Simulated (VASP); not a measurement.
Write the native input for VASP 6.6.1 that does the following.

| Property | Result |
| --- | --- |
| Task | single point |
| Functional | PBE |
| Potentials or basis | VASP PAW PBE potentials, release 64 (Li_sv) |
| Cutoff | 520 eV |
| k mesh | 3 × 3 × 3 |
| Occupations | fermi-dirac, width 0.16 eV |
| Spin | no spin polarisation |
| Dipole correction | no |
| Further INCAR settings | LREAL = Auto; ALGO = Normal; EDIFF = 1e-06; NBANDS = 38 |

The structure of Li lies in POSCAR:

```
Li
1.0
    7.3128730000      0.0000000000      0.0000000000
    0.0000000000      7.3128730000      0.0000000000
    0.0000000000      0.0000000000      7.3128730000
Li
16
Direct
    0.0303437514     -0.1178469802      0.1518965255
    0.4901767062      0.0344734552      0.1006581134
    0.1254500112      0.5482660508      0.0070697249
   -0.1871767772     -0.0659932150      0.5124114695
    0.4736989142      0.0080679645      0.4578911736
    0.4244706561      0.4098525983     -0.0328872114
    0.5403211570      0.1068253202      0.6724033085
    0.7979216923      0.2810933541      0.2703315099
    0.0290993704      0.3936482966      0.4436560022
    0.3417945314      0.7346086825      0.3225955107
    0.1516914077      0.1240415361      0.8600723683
    0.5606961860      0.5380375128      0.6214383868
    0.7389161551      0.6544623433      0.3199563291
    0.7874743620      0.2161394024      0.8980328251
    0.2517341680      0.8199650124      0.6977421870
    0.7222195709      0.7236827441      0.8514027250
```

These files were run (other wordings do the same):

INCAR

```
SYSTEM = Li
  ALGO = Normal
  EDIFF = 1E-6
  ENCUT = 520
  GGA = PE
  ISIF = 2
  ISMEAR = -1
  LASPH = .TRUE.
  LCHARG = .TRUE.
  LELF = .TRUE.
  LREAL = Auto
  LVHAR = .TRUE.
  LWAVE = .FALSE.
  NBANDS = 38
  NELM = 100
  PREC = Accurate
  SIGMA = 0.16
```

KPOINTS

```
k-points
0
G
  3 3 3
  0 0 0
```

Potentials or basis: VASP PAW PBE potentials, release 64 (Li_sv).

The run is started by

```console
$ cat potpaw_PBE.64/Li_sv/POTCAR > POTCAR
$ mpirun -np 1 vasp_std > vasp.out
```

It gave:

```yaml
Largest_force: 2.160 eV/Å
Band_gap_on_the_k_mesh: zero (band 24 reaches 0.34 eV, above the bottom of band 25 at 0.01 eV)
```

Caveat: forces of over 1 eV/Å act on the atoms, so gaps and moduli don't describe the material at rest.

It took 4.9 min on 1 thread of Intel(R) Xeon(R) Platinum 8259CL CPU @ 2.50GHz (Skylake/Cascade Lake), with other jobs on the host, peak memory 0.41 GiB.
